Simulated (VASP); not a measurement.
Crystal: PbS.

```xyz
4
Lattice="6.1938 0.0000 0.0000 0.0000 3.0873 2.9685 0.0000 -3.0873 2.9685" Properties=species:S:1:pos:R:3 pbc="T T T"
Pb    4.5325   -1.5436    3.0309
Pb    1.6613    1.5436    3.0309
S     4.4732    1.5436    3.0308
S     1.7207   -1.5436    3.0308
```

This cell differs from its parent crystal: biaxial xy strain +4.0%.

Base run:

```yaml
Program: VASP 6.6.1
Functional: r2SCAN
Potentials_or_basis: VASP PAW PBE potentials, release 64 (Pb_d, S)
Cutoff: 520 eV
k_mesh: 4 × 6 × 6
Occupations: gaussian, width 0.01 eV
Spin: no spin polarisation
```

Its results: band gap on the k mesh 1.33 eV, direct; pressure -1.8 GPa; largest force 0.009 eV/Å.

Question: The run is repeated on the same cell with these changes: functional from r2SCAN to PBE; occupations from gaussian, width 0.01 eV to fermi-dirac, width 0.02 eV. What comes out?

Answer: Band gap on the k mesh 1.09 eV, direct; pressure -0.9 GPa; largest force 0.086 eV/Å.

Caveats: spin-orbit coupling is left out, which moves the levels of the heavy elements; the PAW data sets were made with another functional, which shifts forces and pressure a little (some runs).

A k mesh can miss the band edges.
